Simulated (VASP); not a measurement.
Wanted: the native input for a VASP 6.6.1 run.

```yaml
Task: single point
Functional: PBEsol
Potentials_or_basis: VASP PAW PBE potentials, release 64 (Al, Cu)
Cutoff: 520 eV
k_mesh: 12 × 12 × 8
Occupations: gaussian, width 0.1 eV
Spin: no spin polarisation
Dipole_correction: no
Further_INCAR_settings: ALGO = Fast; EDIFF = 1e-07; NBANDS = 24
```

The structure of Al3Cu2 lies in POSCAR:

```
Al3Cu2
1.0
    4.1395714498      0.0000000000      0.0000000000
   -2.0697857249      3.5849740363      0.0000000000
    0.0000000000      0.0000000000      4.9618376969
Al Cu
3 2
Direct
    0.0000000000      0.0000000000      0.0000000000
    0.3333333333      0.6666666667      0.3518138341
    0.6666666667      0.3333333333      0.6481861659
    0.3333333333      0.6666666667      0.8435768472
    0.6666666667      0.3333333333      0.1564231528
```

This cell differs from its parent crystal: biaxial strain in the a-b plane: +1.0 %, then relaxed in part.

The input as run:

INCAR

```
SYSTEM = Al3Cu2
ALGO     = Fast           ! electronic algorithm
EDIFF    = 1E-7           ! SCF threshold, eV
ENCUT    = 520            ! plane-wave cutoff, eV
GGA      = PS             ! functional
ISIF     = 2              ! what is computed and relaxed
ISMEAR   = 0              ! smearing method
LASPH    = .True.         ! aspherical terms in the spheres
LCHARG   = .False.        ! write CHGCAR
LREAL    = .False.        ! projectors in reciprocal space
LWAVE    = .False.        ! write WAVECAR
NBANDS   = 24             ! bands
NELM     = 60             ! most SCF steps
PREC     = Accurate       ! precision mode
SIGMA    = 0.1            ! smearing width, eV
```

KPOINTS

```
k-points
0
Gamma
  12 12 8
  0 0 0
```

Potentials or basis: VASP PAW PBE potentials, release 64 (Al, Cu).

Command:

```bash
$ cat potpaw_PBE.64/Al/POTCAR potpaw_PBE.64/Cu/POTCAR > POTCAR
$ mpirun -np 1 vasp_std > vasp.out
```

Results of the run:

```json
{
 "Pressure": "-1.3 GPa",
 "Largest force": "0.005 eV/Å"
}
```

Caveat: the cell differs from its parent crystal (biaxial strain in the a-b plane: +1.0 %, then relaxed in part); the PAW data sets were made with another functional, which shifts forces and pressure a little.

Run time: 2.4 min on 1 thread of Intel(R) Xeon(R) 6975P-C (Granite Rapids), on a shared host, peak memory 0.33 GiB.
